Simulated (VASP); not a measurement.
A run of VASP 6.6.1:

File POSCAR:

```
Ge
1.0
    1.3622202750     -2.5355031000      0.0000000000
    1.3622202750      2.5355031000      0.0000000000
    0.0000000000      0.0000000000      2.8331425500
Ge
1
Direct
    0.5000000000      0.5000000000      0.0000000000
```

The input INCAR.step1:

```
PREC = Accurate
ENCUT = 550
ISMEAR = 0
SIGMA = 0.15
LREAL = False
LASPH = True
NELM = 120
NBANDS = 13
GGA = PE
ALGO = Normal
EDIFF = 1E-5
LWAVE = True
LCHARG = False
GGA_COMPAT = False
```

File INCAR.step2:

```
PREC = Accurate
ENCUT = 550
EDIFF = 1E-6
ISMEAR = 0
SIGMA = 0.15
LREAL = False
LASPH = True
NELM = 120
ALGO = Normal
ISIF = 2
LWAVE = False
LCHARG = True
METAGGA = R2SCAN
LMIXTAU = True
LELF = True
LVHAR = True
NBANDS = 13
ISTART = 1
GGA_COMPAT = False
```

Contents of KPOINTS:

```
Automatic mesh
0
Gamma
  20 20 18
```

Potentials or basis: VASP PAW PBE potentials, release 64 (Ge_d).

Run with:

```bash
$ cat potpaw_PBE.64/Ge_d/POTCAR > POTCAR
$ cp INCAR.step1 INCAR
$ mpirun -np 1 vasp_std > vasp.out
$ cp INCAR.step2 INCAR
$ mpirun -np 1 vasp_std > vasp.out
```

Hardware: 1 thread of Intel(R) Xeon(R) Platinum 8259CL CPU @ 2.50GHz (Skylake/Cascade Lake), with other jobs on the host.

Problem. Estimate the wall time of this run.

Solution. It took 11 min on 1 thread of Intel(R) Xeon(R) Platinum 8259CL CPU @ 2.50GHz (Skylake/Cascade Lake) (shared host), peak memory 0.38 GiB. Counts: k points 1110.
